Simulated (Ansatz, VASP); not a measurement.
# One calculation of Tl, two programs

```
CELL_PARAMETERS angstrom
3.35626 0.00000 0.00000
-1.67813 2.90660 0.00000
0.00000 0.00000 3.19922
ATOMIC_POSITIONS crystal
Tl 0.00000 0.00000 0.00000
```

Alike in both runs: functional r2SCAN; k mesh 21 × 21 × 18; occupations gaussian, width 0.1 eV; no spin polarisation.

Ansatz relaxed the structure, and its values are those at the end. VASP's run is a single point on that final structure, the one shown.

|  | VASP | Ansatz |
| --- | --- | --- |
| version | VASP 6.6.1 | Ansatz 0.2.0 |
| potentials or method | VASP PAW PBE potentials, release 64 (Tl_d), cutoff 520 eV | scalar-relativistic, plane waves, PAW |
| valence electrons in the cell | 13 | 13 |

|  | VASP | Ansatz | Ansatz less VASP |
| --- | --- | --- | --- |
| gap on the k mesh at the Fermi level (eV) | none | none | - |
| pressure (GPa) | 0.0 | 0.0 | +0.04 |

VASP's potentials were made for PBE, not for r2SCAN. A gap of «none» marks a metal or a gap that the smearing closes. The functional is the same, so the differences come from potentials, cutoffs and numerics.

Neither program's run includes spin-orbit coupling.
